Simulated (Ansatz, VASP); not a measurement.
Two plane-wave programs on CoO

```
Co O
1.0
     0.00000    2.13150    2.13150
     2.13150    0.00000    2.13150
     2.13150    2.13150    0.00000
Co O
1 1
Direct
  0.00000 0.00000 0.00000
  0.50000 0.50000 0.50000
```

Alike in both runs: task single point; functional PBEsol; k mesh 8 × 8 × 8; occupations gaussian, width 0.05 eV; collinear spin; Hubbard terms Co d U = 1.0 eV.

|  | VASP | Ansatz |
| --- | --- | --- |
| version | VASP 6.6.1 | Ansatz 0.2.0 |
| potentials or method | VASP PAW PBE potentials, release 64 (Co_sv, O_h), cutoff 1340 eV | scalar-relativistic, plane waves, PAW |
| valence electrons in the cell | 23 | 23 |

VASP gave:

```
gap on the k mesh at the Fermi level (eV)                     : none
pressure (GPa)                                                : -10.6
net moment per atom (μB)                                      : 1.50
size of the moment on the site where the two differ most (μB) : 0.24
```

Problem. Estimate Ansatz's values.

Solution. gap on the k mesh at the Fermi level (eV): none; pressure (GPa): -9.8; net moment per atom (μB): 1.49; size of the moment on the site where the two differ most (μB): 0.33.

VASP's potentials were made for PBE, not for PBEsol. Site moments also hang on the region over which each program counts them. The programs project onto different local orbitals, so the same U acts differently, and such runs can settle in different states. A gap of «none» marks a metal or a gap that the smearing closes. Ansatz's warnings: filled band counts differ across k points.
